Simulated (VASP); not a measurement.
Wanted: the native input for a VASP 6.6.1 run.

```
Task                   : single point
Functional             : RPBE
Dispersion             : D4
Potentials or basis    : VASP PAW PBE potentials, release 64 (Mn_pv, O)
Cutoff                 : 520 eV
k mesh                 : 10 × 10 × 10
Occupations            : fermi-dirac, width 0.05 eV
Spin                   : collinear spin, ferromagnetic start
Starting moments       : [4.0, 0.0] μB
Dipole correction      : no
Further INCAR settings : ALGO = Normal; EDIFF = 1e-06; NBANDS = 20
```

The structure of MnO lies in POSCAR:

```
MnO
1.0
    0.0000000000      2.2531730023      2.2531730023
    2.2531730023      0.0000000000      2.2531730023
    2.2531730023      2.2531730023      0.0000000000
Mn O
1 1
Direct
    0.0000000000      0.0000000000      0.0000000000
    0.5000000000      0.5000000000      0.5000000000
```

The input as run:

INCAR

```
SYSTEM = MnO
ALGO = Normal
EDIFF = 1E-6
ENCUT = 520
GGA = RP
ISIF = 2
ISMEAR = -1
ISPIN = 2
IVDW = 13
LASPH = .TRUE.
LCHARG = .FALSE.
LMAXMIX = 4
LORBIT = 11
LREAL = .FALSE.
LWAVE = .FALSE.
MAGMOM = 4 0
NBANDS = 20
NELM = 150
PREC = Accurate
SIGMA = 0.05
```

KPOINTS

```
k-points
0
G
  10 10 10
  0 0 0
```

Potentials or basis: VASP PAW PBE potentials, release 64 (Mn_pv, O).

Launch:

```console
$ cat potpaw_PBE.64/Mn_pv/POTCAR potpaw_PBE.64/O/POTCAR > POTCAR
$ mpirun -np 1 vasp_std > vasp.out
```

It gave:

| Item | Value |
| --- | --- |
| Pressure | -4.9 GPa |
| Net moment | 4.90 μB per cell |
| Site moments | Mn +4.44; O +0.20 μB |
| Valence electrons inside the program's atomic spheres | Mn 11.30; O 4.98 |
| Dispersion energy per atom | -0.652 eV |

Caveat: the PAW data sets were made with another functional, which shifts forces and pressure a little; a cell with one magnetic atom can't hold antiferromagnetic order, which such compounds often take; pairwise dispersion overbinds metals, which lowers pressure and volume.

Wall time 18 s on 1 thread of Intel(R) Xeon(R) 6975P-C (Granite Rapids) (shared host), peak memory 0.16 GiB.
